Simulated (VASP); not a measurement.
Set up this calculation in VASP 6.6.1, as the native input.

```yaml
Task: electric field gradients
Functional: PBEsol
Potentials_or_basis: VASP PAW PBE potentials, release 64 (Al, N)
Cutoff: 520 eV
k_mesh: 10 × 10 × 6
Occupations: fermi-dirac, width 0.03 eV
Spin: no spin polarisation
Dipole_correction: no
Further_INCAR_settings: ALGO = Normal; EDIFF = 1e-08; NBANDS = 16
```

The structure of AlN lies in POSCAR:

```
AlN
1.0
    3.1316054153      0.0000000000      0.0000000000
   -1.5658027076      2.7120498443      0.0000000000
    0.0000000000      0.0000000000      5.0109678482
Al N
2 2
Direct
    0.3333333333      0.6666666667      0.0000000000
    0.6666666667      0.3333333333      0.5000000000
    0.3333333333      0.6666666667      0.3850000000
    0.6666666667      0.3333333333      0.8850000000
```

This cell differs from its parent crystal: volume scaled by 1.02.

These files were run (other wordings do the same):

INCAR

```
SYSTEM = AlN
PREC = Accurate ; ENCUT = 520
EDIFF = 1E-8 ; ISMEAR = -1
SIGMA = 0.03 ; LREAL = .False.
LASPH = .True. ; NELM = 80
ALGO = Normal ; ISIF = 2
LWAVE = .False. ; LCHARG = .False.
GGA = PS ; LEFG = .True.
NBANDS = 16
```

KPOINTS

```
Automatic mesh
0
Gamma
  10 10 6
  0 0 0
```

Potentials or basis: VASP PAW PBE potentials, release 64 (Al, N).

Run with:

```sh
$ cat potpaw_PBE.64/Al/POTCAR potpaw_PBE.64/N/POTCAR > POTCAR
$ mpirun -np 1 vasp_std > vasp.out
```

It gave:

The pressure is -3.4 GPa and the largest force is 0.177 eV/Å. The band gap on the k mesh is 3.92 eV, direct.

Caveat: without QUAD_EFG the Cq values of the log hold for a quadrupole moment of 1 mb, not for the nuclei; the PAW data sets were made with another functional, which shifts forces and pressure a little.

Wall time 12 s on 1 thread of Intel(R) Xeon(R) 6975P-C (Granite Rapids), with other jobs on the host, peak memory 0.16 GiB.
